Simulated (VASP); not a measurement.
Input of a VASP 6.6.1 run:

File INCAR:

```
PREC = Accurate
ENCUT = 520
EDIFF = 1E-6
ISMEAR = 0
SIGMA = 0.05
LREAL = F
LASPH = T
NELM = 100
ALGO = Normal
ISIF = 2
LWAVE = F
LCHARG = T
LDIPOL = T
IDIPOL = 3
DIPOL = 0.5 0.5 0.394
GGA = PE
IVDW = 12
LELF = T
LVHAR = T
LVACPOTAV = T
NBANDS = 50
```

File KPOINTS:

```
regular mesh
0
Gamma
  7 7 1
```

POSCAR

```
SnO
1.0
    3.8201636883      0.0000000000      0.0000000000
    0.0000000000      3.8201636883      0.0000000000
    0.0000000000      0.0000000000     22.2260802162
Sn O
4 4
Direct
    0.7500000000      0.2500000000      0.2024648501
    0.2500000000      0.7500000000      0.3087831971
    0.2500000000      0.7500000000      0.4797535150
   -0.2500000000      1.2500000000      0.5860718620
    0.2500000000      0.2500000000      0.2556240236
    0.7500000000      0.7500000000      0.2556240236
   -0.2500000000      0.7500000000      0.5329126885
    0.2500000000      1.2500000000      0.5329126885
```

Potentials or basis: VASP PAW PBE potentials, release 64 (Sn_d, O).

Launch:

```bash
$ cat potpaw_PBE.64/Sn_d/POTCAR potpaw_PBE.64/O/POTCAR > POTCAR
$ mpirun -np 1 vasp_std > vasp.out
```

(1) Predict the largest force.

(2) Predict the band gap on the k mesh.

(3) Estimate the dispersion energy per atom.

Results:

(1) 0.247 eV/Å.

(2) 1.99 eV (least direct gap 2.21 eV).

(3) -0.159 eV.

Caveat: spin-orbit coupling is left out, which moves the levels of the heavy elements.
